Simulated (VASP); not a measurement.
# Re (P6_3/mmc) in VASP: a series of runs

The runs below take Re through single point, with BLYP+D3(BJ), r2SCAN+D4.

Everything below comes from runs of VASP 6.6.1. Logs are shortened: lines on timing, memory, paths and dates and some standing lists are left out, and cuts for length are marked.

### Step 1. The cell of the first run

It takes space group P6_3/mmc (No. 194, hexagonal). Conventional cell: a = 2.797 Å, b = 2.797 Å, c = 4.517 Å, α = 90.00°, β = 90.00°, γ = 120.00°. Within 3.7 Å of Re (site symmetry -6m2) lie 12 Re at 2.78 to 2.80 Å.

### Step 2. Single point, BLYP+D3(BJ)

Contents of INCAR:

```
SYSTEM = Re
PREC = Accurate ; ENCUT = 520
EDIFF = 1E-6 ; ISMEAR = -1
SIGMA = 0.05 ; LREAL = .False.
LASPH = .True. ; NELM = 100
ALGO = Normal ; ISIF = 2
LWAVE = .False. ; LCHARG = .True.
GGA = B5 ; ALDAX = 1.0
AGGAX = 1.0 ; AGGAC = 1.0
ALDAC = 0.0 ; IVDW = 12
VDW_S6 = 1.0 ; VDW_S8 = 2.6996
VDW_A1 = 0.4298 ; VDW_A2 = 4.2359
LELF = .True. ; LVHAR = .True.
NBANDS = 14
```

Contents of KPOINTS:

```
regular mesh
0
Gamma
  11 11 6
  0 0 0
```

Contents of POSCAR:

```
Re
1.0
    2.7971304821      0.0000000000      0.0000000000
   -1.3985652410      2.4223860552      0.0000000000
    0.0000000000      0.0000000000      4.5168672541
Re
2
Direct
    0.6666666667      0.3333333333      0.7500000000
    0.3333333333      0.6666666667      0.2500000000
```

Potentials or basis: VASP PAW PBE potentials, release 64 (Re).

Command:

```
> cat potpaw_PBE.64/Re/POTCAR > POTCAR
> mpirun -np 1 vasp_std > vasp.out
```

OUTCAR:

```text
SYSTEM = Re
   PREC = Accurate
   ENCUT = 520
   EDIFF = 1E-6
   ISMEAR = -1
   LREAL = .False.
   LASPH = .True.
   NELM = 100
   ISIF = 2
   GGA = B5
   IVDW = 12
 IVDW          = 12

 ion  position               nearest neighbor table
   1  0.667  0.333  0.750-   2 2.78   2 2.78   2 2.78   2 2.78   2 2.78   2 2.78
   2  0.333  0.667  0.250-   1 2.78   1 2.78   1 2.78   1 2.78   1 2.78   1 2.78

  LATTYP: Found a hexagonal cell.
 ALAT       =     2.7971304821
 C/A-ratio  =     1.6148217908

  Lattice vectors:

 A1 = (   2.7971304821,   0.0000000000,   0.0000000000)
 A2 = (  -1.3985652410,   2.4223860552,   0.0000000000)
 A3 = (   0.0000000000,   0.0000000000,   4.5168672541)

Analysis of symmetry for initial positions (statically):
=====================================================================
 Subroutine PRICEL returns:
 Original cell was already a primitive cell.

 Routine SETGRP: Setting up the symmetry group for a
 hexagonal supercell.

 Subroutine GETGRP returns: Found 24 space group operations
 (whereof 12 operations were pure point group operations)
 out of a pool of 24 trial point group operations.

The static configuration has the point symmetry D_3d.
 The point group associated with its full space group is D_6h.

Analysis of symmetry for dynamics (positions and initial velocities):
=====================================================================
 Subroutine PRICEL returns:
 Original cell was already a primitive cell.

 Routine SETGRP: Setting up the symmetry group for a
 hexagonal supercell.

 Subroutine GETGRP returns: Found 24 space group operations
 (whereof 12 operations were pure point group operations)
 out of a pool of 24 trial point group operations.

The dynamic configuration has the point symmetry D_3d.
 The point group associated with its full space group is D_6h.

 Subroutine INISYM returns: Found 24 space group operations
 (whereof 12 operations are pure point group operations),
 and found     1 'primitive' translations

----------------------------------------------------------------------------------------

                                     Primitive cell

  volume of cell :      30.6051

  direct lattice vectors                    reciprocal lattice vectors
     2.797130482  0.000000000  0.000000000     0.357509243  0.206408057  0.000000000
    -1.398565241  2.422386055  0.000000000     0.000000000  0.412816115  0.000000000
     0.000000000  0.000000000  4.516867254     0.000000000  0.000000000  0.221392382

  length of vectors
[... 94 lines left out ...]
   NUPDOWN=      -1.0000    fix difference up-down
   EMIN   =  10.00;   EMAX   =-10.00  energy-range for DOS
   EFERMI =   0.00;   METHOD = LEGACY
   ISMEAR =    -1;   SIGMA  =   0.05  broadening in eV -4-tet -1-fermi 0-gaus
   EFERMI_NEDOS =   21; number of points for ismear=-14 and -15
   IALGO  =     38    algorithm
   IMIX   =      4    mixing-type and parameters
     AMIX     =   0.40;   BMIX     =  1.00
     AMIX_MAG =   1.60;   BMIX_MAG =  1.00
  volume/ion in A,a.u.               =      15.30       103.27
  Fermi-wavevector in a.u.,A,eV,Ry     =   1.261401  2.383702 21.648659  1.591132
  Thomas-Fermi vector in A             =   2.394862
   LORBIT       =      0    0 simple, 1 ext, 2 COOP (PROOUT), +10 PAW based schemes
   GGA     = B5    functional components
   LHFCALC =     F    Hartree Fock is set to
   AEXX    =    0.0000 exact exchange contribution
   IVDW    =    12    specifies the selected vdW correction
   LEPSILON=     F    determine dielectric tensor
   LRPA    =     F    only Hartree local field effects (RPA)
 non-spin polarized calculation
  energy-cutoff  :      520.00
  volume of cell :       30.61
 maximum number of plane-waves:       839
 NGX is ok and might be reduce to    24
   NGX = 11   NGY = 11   NGZ = 17

 number of electron      14.0000000 magnetization

 Free energy of the ion-electron system (eV)
  ---------------------------------------------------
  ext. energy  EPLUGINS =         0.00000000
  ---------------------------------------------------
  free energy    TOTEN  =       -21.52336079 eV

  energy without entropy =      -21.50926421  energy(sigma->0) =      -21.51631250

 E-fermi :   8.0242     XC(G=0): -12.8163

 val. band max:        7.9704425212   @ k =   0.1818  -0.0000   0.1667
 cond. band min:       8.0382941808   @ k =   0.3636   0.0000   0.3333
 fundamental gap:      0.0678516596
 Fermi energy:         8.0241586863

 k-point     1 :       0.0000    0.0000    0.0000
  band No.  band energies     occupation
      1      -1.4045      2.00000
      2       1.7200      2.00000
      3       6.4730      2.00000
      4       6.4886      2.00000
      5       6.4886      2.00000
      6       7.2601      2.00000
      7       7.2601      2.00000
      8       8.1331      0.20350
      9       8.1331      0.20350
     10       8.8619      0.00000
     11      11.1468      0.00000
     12      11.1468      0.00000
     13      17.5262      0.00000
     14      22.4129      0.00000
[... 377 lines left out ...]
      1       0.8292      2.00000
      2       3.3581      2.00000
      3       4.6961      2.00000
      4       4.9833      2.00000
      5       6.1516      2.00000
      6       6.8069      2.00000
      7       7.3812      1.99999
      8       8.2640      0.01638
      9       8.9420      0.00000
     10       9.2886      0.00000
     11      11.4994      0.00000
     12      14.5021      0.00000
     13      18.8339      0.00000
     14      23.6278      0.00000

 [... further k-points ...]

------------------------ aborting loop because EDIFF is reached ----------------------------------------

 Edisp (eV)   -3.06032

 E8    (eV) :    -2.3970

  FORCE on cell =-STRESS in cart. coord.  units (eV):
  Direction    XX          YY          ZZ          XY          YZ          ZX
  --------------------------------------------------------------------------------------
  -------------------------------------------------------------------------------------
  Total      -1.84818    -1.84818    -2.02831    -0.00000     0.00000     0.00000
  in kB     -96.75217   -96.75217  -106.18198    -0.00000     0.00000     0.00000
  external pressure =      -99.90 kB  Pullay stress =        0.00 kB

 VOLUME and BASIS-vectors are now :
 -----------------------------------------------------------------------------
  energy-cutoff  :      520.00
  volume of cell :       30.61
      direct lattice vectors                 reciprocal lattice vectors
     2.797130482  0.000000000  0.000000000     0.357509243  0.206408057  0.000000000
    -1.398565241  2.422386055  0.000000000     0.000000000  0.412816115  0.000000000
     0.000000000  0.000000000  4.516867254     0.000000000  0.000000000  0.221392382

 POSITION                                       TOTAL-FORCE (eV/Angst)
 -----------------------------------------------------------------------------------
      1.39857      0.80746      3.38765        -0.000000     -0.000000      0.000000
     -0.00000      1.61492      1.12922         0.000000      0.000000      0.000000
 -----------------------------------------------------------------------------------
    total drift:                               -0.000000      0.000000     -0.000000

  FREE ENERGIE OF THE ION-ELECTRON SYSTEM (eV)
  ---------------------------------------------------
  free  energy   TOTEN  =       -24.5836856174 eV

  energy  without entropy=      -24.5695890429  energy(sigma->0) =      -24.57663733
```

OSZICAR:

```text
N       E                     dE             d eps       ncg     rms          rms(c)
DAV:   1     0.251857346344E+02    0.25186E+02   -0.68093E+03  3584   0.123E+03
DAV:   2    -0.216548078750E+02   -0.46841E+02   -0.40878E+02  2946   0.280E+02
DAV:   3    -0.228019224689E+02   -0.11471E+01   -0.10964E+01  2752   0.437E+01
DAV:   4    -0.228140172936E+02   -0.12095E-01   -0.12079E-01  2816   0.335E+00
DAV:   5    -0.228142613943E+02   -0.24410E-03   -0.24408E-03  2774   0.847E-01    0.490E+01
DAV:   6    -0.218305586342E+02    0.98370E+00   -0.81351E-01  3080   0.268E+01    0.199E+01
DAV:   7    -0.215332563939E+02    0.29730E+00   -0.50487E-01  3122   0.201E+01    0.491E-01
DAV:   8    -0.215240253941E+02    0.92310E-02   -0.68946E-03  3398   0.107E+00    0.321E-01
DAV:   9    -0.215233359321E+02    0.68946E-03   -0.52379E-04  2984   0.195E-01    0.321E-02
DAV:  10    -0.215233655878E+02   -0.29656E-04   -0.34554E-05  2810   0.497E-02    0.258E-02
DAV:  11    -0.215233615984E+02    0.39894E-05   -0.36806E-07  1656   0.216E-02    0.266E-03
DAV:  12    -0.215233607865E+02    0.81187E-06   -0.22536E-07  1238   0.903E-03
   1 F= -.24583686E+02 E0= -.24576637E+02  d E =-.140966E-01
```

It took 61 s on 1 thread of Intel Xeon 8259CL, shared host; peak memory 0.18 GiB.

What came out:

```
Free energy                : -24.5837 eV
Pressure                   : -10.0 GPa
Band gap on the k mesh     : zero (bands 7 and 8 overlap by 3.14 eV)
Dispersion energy per atom : -1.530 eV
```

Stress tensor (GPa, compression positive):
```
 -9.68   0.00   0.00
  0.00  -9.68   0.00
  0.00   0.00 -10.62
```

Levels at points of the mesh, in eV from the Fermi level:
| k point | band 3 | band 4 | band 5 | band 6 | band 7 | band 8 | band 9 | band 10 | band 11 | band 12 |
| --- | --- | --- | --- | --- | --- | --- | --- | --- | --- | --- |
| (0.00, 0.00, 0.00) | -1.55 | -1.54 | -1.54 | -0.76 | -0.76 | 0.11 | 0.11 | 0.84 | 3.12 | 3.12 |
| (0.00, 0.00, 0.50) | -2.25 | -2.25 | -1.67 | -1.67 | -1.67 | -1.67 | 2.33 | 2.33 | 2.33 | 2.33 |

Caveat: the cell stands under tension; the dispersion term is far too large for a dense solid, which distorts pressure and volume; the PAW data sets were made with another functional, which shifts forces and pressure a little; spin-orbit coupling is left out, which moves the levels of the heavy elements.

### Step 3. Single point, BLYP+D3(BJ)

This run uses another cell than the first one, of 15.60 Å³/atom.

Contents of INCAR:

```
SYSTEM = Re
PREC = Accurate
ENCUT = 520
EDIFF = 1E-6
ISMEAR = -1
SIGMA = 0.05
LREAL = .False.
LASPH = .True.
NELM = 80
ALGO = Normal
ISIF = 2
LWAVE = .False.
LCHARG = .False.
GGA = B5
ALDAX = 1.0
AGGAX = 1.0
AGGAC = 1.0
ALDAC = 0.0
IVDW = 12
NBANDS = 14
VDW_S6 = 1.0
VDW_S8 = 2.6996
VDW_A1 = 0.4298
VDW_A2 = 4.2359
```

Contents of KPOINTS:

```
Automatic mesh
0
Gamma
  11 11 6
  0 0 0
```

Contents of POSCAR:

```
Re
1.0
    2.8149470801      0.0000000000      0.0000000000
   -1.4074735401      2.4378156817      0.0000000000
    0.0000000000      0.0000000000      4.5456378849
Re
2
Direct
    0.6666666667      0.3333333333      0.7500000000
    0.3333333333      0.6666666667      0.2500000000
```

Potentials or basis: VASP PAW PBE potentials, release 64 (Re).

Command:

```
> cat potpaw_PBE.64/Re/POTCAR > POTCAR
> mpirun -np 1 vasp_std > vasp.out
```

OUTCAR:

```text
SYSTEM = Re
   PREC = Accurate
   ENCUT = 520
   EDIFF = 1E-6
   ISMEAR = -1
   LREAL = .False.
   LASPH = .True.
   NELM = 80
   ISIF = 2
   GGA = B5
   IVDW = 12
 IVDW          = 12

 ion  position               nearest neighbor table
   1  0.667  0.333  0.750-   2 2.79   2 2.79   2 2.79   2 2.79   2 2.79   2 2.79
   2  0.333  0.667  0.250-   1 2.79   1 2.79   1 2.79   1 2.79   1 2.79   1 2.79

  LATTYP: Found a hexagonal cell.
 ALAT       =     2.8149470801
 C/A-ratio  =     1.6148217908

  Lattice vectors:

 A1 = (   2.8149470801,   0.0000000000,   0.0000000000)
 A2 = (  -1.4074735401,   2.4378156817,   0.0000000000)
 A3 = (   0.0000000000,   0.0000000000,   4.5456378849)

Analysis of symmetry for initial positions (statically):
=====================================================================
 Subroutine PRICEL returns:
 Original cell was already a primitive cell.

 Routine SETGRP: Setting up the symmetry group for a
 hexagonal supercell.

 Subroutine GETGRP returns: Found 24 space group operations
 (whereof 12 operations were pure point group operations)
 out of a pool of 24 trial point group operations.

The static configuration has the point symmetry D_3d.
 The point group associated with its full space group is D_6h.

Analysis of symmetry for dynamics (positions and initial velocities):
=====================================================================
 Subroutine PRICEL returns:
 Original cell was already a primitive cell.

 Routine SETGRP: Setting up the symmetry group for a
 hexagonal supercell.

 Subroutine GETGRP returns: Found 24 space group operations
 (whereof 12 operations were pure point group operations)
 out of a pool of 24 trial point group operations.

The dynamic configuration has the point symmetry D_3d.
 The point group associated with its full space group is D_6h.

 Subroutine INISYM returns: Found 24 space group operations
 (whereof 12 operations are pure point group operations),
 and found     1 'primitive' translations

----------------------------------------------------------------------------------------
[... 124 lines left out ...]
 non-spin polarized calculation
  energy-cutoff  :      520.00
  volume of cell :       31.19
 maximum number of plane-waves:       852
 NGX is ok and might be reduce to    24
   NGX = 11   NGY = 11   NGZ = 17

 number of electron      14.0000000 magnetization

 Free energy of the ion-electron system (eV)
  ---------------------------------------------------
  ext. energy  EPLUGINS =         0.00000000
  ---------------------------------------------------
  free energy    TOTEN  =       -21.53630175 eV

  energy without entropy =      -21.52159231  energy(sigma->0) =      -21.52894703

 E-fermi :   7.7919     XC(G=0): -12.7145

 val. band max:        7.7891368404   @ k =   0.3636   0.0000   0.3333
 cond. band min:       7.8172871337   @ k =   0.1818   0.0909   0.0000
 fundamental gap:      0.0281502933
 Fermi energy:         7.7919042267

 k-point     1 :       0.0000    0.0000    0.0000
  band No.  band energies     occupation
      1      -1.5058      2.00000
      2       1.6236      2.00000
      3       6.2878      2.00000
      4       6.3057      2.00000
      5       6.3057      2.00000
      6       7.0532      2.00000
      7       7.0532      2.00000
      8       7.9019      0.19960
      9       7.9019      0.19960
     10       8.5997      0.00000
     11      10.8334      0.00000
     12      10.8334      0.00000
     13      17.0483      0.00000
     14      22.1558      0.00000
[... 377 lines left out ...]
      1       0.6889      2.00000
      2       3.2298      2.00000
      3       4.5461      2.00000
      4       4.8350      2.00000
      5       5.9768      2.00000
      6       6.6109      2.00000
      7       7.1673      1.99999
      8       8.0314      0.01649
      9       8.6904      0.00000
     10       9.0251      0.00000
     11      11.1694      0.00000
     12      14.0981      0.00000
     13      18.3777      0.00000
     14      23.1416      0.00000

 [... further k-points ...]

------------------------ aborting loop because EDIFF is reached ----------------------------------------

 Edisp (eV)   -3.00004

 E8    (eV) :    -2.3495

  FORCE on cell =-STRESS in cart. coord.  units (eV):
  Direction    XX          YY          ZZ          XY          YZ          ZX
  --------------------------------------------------------------------------------------
  -------------------------------------------------------------------------------------
  Total      -3.03083    -3.03083    -3.21905     0.00000    -0.00000     0.00000
  in kB    -155.67068  -155.67068  -165.33770     0.00000    -0.00000     0.00000
  external pressure =     -158.89 kB  Pullay stress =        0.00 kB

 VOLUME and BASIS-vectors are now :
 -----------------------------------------------------------------------------
  energy-cutoff  :      520.00
  volume of cell :       31.19
      direct lattice vectors                 reciprocal lattice vectors
     2.814947080  0.000000000  0.000000000     0.355246465  0.205101642  0.000000000
    -1.407473540  2.437815682  0.000000000     0.000000000  0.410203285  0.000000000
     0.000000000  0.000000000  4.545637885     0.000000000  0.000000000  0.219991127

 POSITION                                       TOTAL-FORCE (eV/Angst)
 -----------------------------------------------------------------------------------
      1.40747      0.81261      3.40923        -0.000000      0.000000      0.000000
     -0.00000      1.62521      1.13641         0.000000     -0.000000      0.000000
 -----------------------------------------------------------------------------------
    total drift:                               -0.000000      0.000000     -0.000000

  FREE ENERGIE OF THE ION-ELECTRON SYSTEM (eV)
  ---------------------------------------------------
  free  energy   TOTEN  =       -24.5363441689 eV

  energy  without entropy=      -24.5216347363  energy(sigma->0) =      -24.52898945
```

OSZICAR:

```text
N       E                     dE             d eps       ncg     rms          rms(c)
DAV:   1     0.235543170492E+02    0.23554E+02   -0.68114E+03  3584   0.122E+03
DAV:   2    -0.217976619942E+02   -0.45352E+02   -0.39554E+02  2944   0.272E+02
DAV:   3    -0.228501690930E+02   -0.10525E+01   -0.10265E+01  2802   0.437E+01
DAV:   4    -0.228603107066E+02   -0.10142E-01   -0.10105E-01  2748   0.313E+00
DAV:   5    -0.228605372219E+02   -0.22652E-03   -0.22646E-03  2842   0.767E-01    0.475E+01
DAV:   6    -0.218429034384E+02    0.10176E+01   -0.87954E-01  3112   0.277E+01    0.187E+01
DAV:   7    -0.215463612204E+02    0.29654E+00   -0.51935E-01  3140   0.203E+01    0.517E-01
DAV:   8    -0.215369729705E+02    0.93882E-02   -0.71483E-03  3436   0.115E+00    0.333E-01
DAV:   9    -0.215362767721E+02    0.69620E-03   -0.53397E-04  2934   0.208E-01    0.312E-02
DAV:  10    -0.215363064349E+02   -0.29663E-04   -0.34268E-05  2856   0.539E-02    0.244E-02
DAV:  11    -0.215363025287E+02    0.39062E-05   -0.37759E-07  1604   0.200E-02    0.268E-03
DAV:  12    -0.215363017467E+02    0.78202E-06   -0.23907E-07  1328   0.930E-03
   1 F= -.24536344E+02 E0= -.24528989E+02  d E =-.147094E-01
```

stdout:

```text
POSCAR found type information on POSCAR Re
 POSCAR found :  1 types and       2 ions
 scaLAPACK will be used
 -----------------------------------------------------------------------------
|                                                                             |
|                                                                             |
|     You enforced a specific xc type in the INCAR file but a different       |
|     I HOPE YOU KNOW WHAT YOU ARE DOING!                                     |
|                                                                             |
 -----------------------------------------------------------------------------

 LDA part: xc-table for (Slater(with rela. corr.)+VWN5), standard interpolation
 POSCAR, INCAR and KPOINTS ok, starting setup
 FFT: planning ... GRIDC
 FFT: planning ... GRID_SOFT
 FFT: planning ... GRID
 WAVECAR not read
 entering main loop
```

Wall time 50 s (1 thread of Intel Xeon 8259CL, shared host); peak memory 0.18 GiB.

Results:

```yaml
Free_energy: -24.5363 eV
Pressure: -15.9 GPa
Band_gap_on_the_k_mesh: zero (bands 7 and 8 overlap by 3.04 eV)
Dispersion_energy_per_atom: -1.500 eV
```

Caveat: the cell stands under tension; the dispersion term is far too large for a dense solid, which distorts pressure and volume; the PAW data sets were made with another functional, which shifts forces and pressure a little; spin-orbit coupling is left out, which moves the levels of the heavy elements.

[end of part 1 of 2]

The gap in the log of VASP goes by the Fermi energy; the results here count the filled bands.